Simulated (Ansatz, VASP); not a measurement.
Al: VASP beside Ansatz

Contents of INCAR:

```
SYSTEM = Al
  PREC = Accurate
  ENCUT = 400
  EDIFF = 1E-6
  ISMEAR = 1
  SIGMA = 0.1
  LREAL = .FALSE.
  LASPH = .TRUE.
  NELM = 120
  ALGO = Normal
  ISIF = 2
  LWAVE = .FALSE.
  LCHARG = .FALSE.
  LDIPOL = .TRUE.
  IDIPOL = 3
  DIPOL = 0.5 0.5 0.664
  GGA = PE
  NBANDS = 14
  GGA_COMPAT = .FALSE.
  NELMDL = -8
```

File KPOINTS:

```
Automatic mesh
0
G
  15 15 1
  0 0 0
```

File POSCAR:

```
Al
1.0
    3.0028735933      0.0000000291      0.0000000000
   -1.5014368219      2.6005648016      0.0000000000
    0.0000000000      0.0000000000     28.7269675229
Al
4
Direct
    0.0000000000      0.0000000000      0.5503443736
    0.6666666667      0.3333333333      0.6262537093
    0.3333333333      0.6666666667      0.7018223571
    0.0000000000      0.0000000000      0.7791049989
```

Input for Ansatz:

```yaml
crystal:
  lattice:
    - [3.0028735933, 2.91e-08, 0.0]
    - [-1.5014368219, 2.6005648016, 0.0]
    - [0.0, 0.0, 28.7269675229]
  atoms:
    - { symbol: Al, position: [0.0, 0.0, 0.5503443736] }
    - { symbol: Al, position: [0.6666666667, 0.3333333333, 0.6262537093] }
    - { symbol: Al, position: [0.3333333333, 0.6666666667, 0.7018223571] }
    - { symbol: Al, position: [0.0, 0.0, 0.7791049989] }
basis:
  ecutwfc: 420
kpoints:
  mp_grid: { grid: [15, 15, 1] }
hamiltonian:
  xc: pbe
  pseudopotentials: { kind: paw, azcp: { folder: soft_1 } }
scf:
  occupations: { method: methfessel_paxton, width: 0.1 }
  n_extra_bands: 8
  max_iter: 160
output:
  forces: true
  eigenvalues: true
  write_density: true
  write_potential: true
  elf: true
  volumetric_format: npy
efield:
  axis: 3
  dipole_correction: true
```

Alike in both runs: task single point; functional PBE; k mesh 15 × 15 × 1; occupations methfessel-paxton of order 1, width 0.1 eV; no spin polarisation.

```csv
,VASP,Ansatz
version,VASP 6.6.1,Ansatz 0.2.0
potentials or method,"VASP PAW PBE potentials, release 64 (Al), cutoff 400 eV","scalar-relativistic, plane waves, PAW"
valence electrons in the cell,12,12
```

|  | VASP | Ansatz | Ansatz less VASP |
| --- | --- | --- | --- |
| gap on the k mesh at the Fermi level (eV) | none | none | - |
| rms of the force components (eV/Å) | 0.076 | 0.076 | -0.0001 |

Atom by atom the forces differ by 0.000 eV/Å (rms over components). A gap of «none» marks a metal or a gap that the smearing closes. Ansatz's warnings: xc potential rough in thin density.
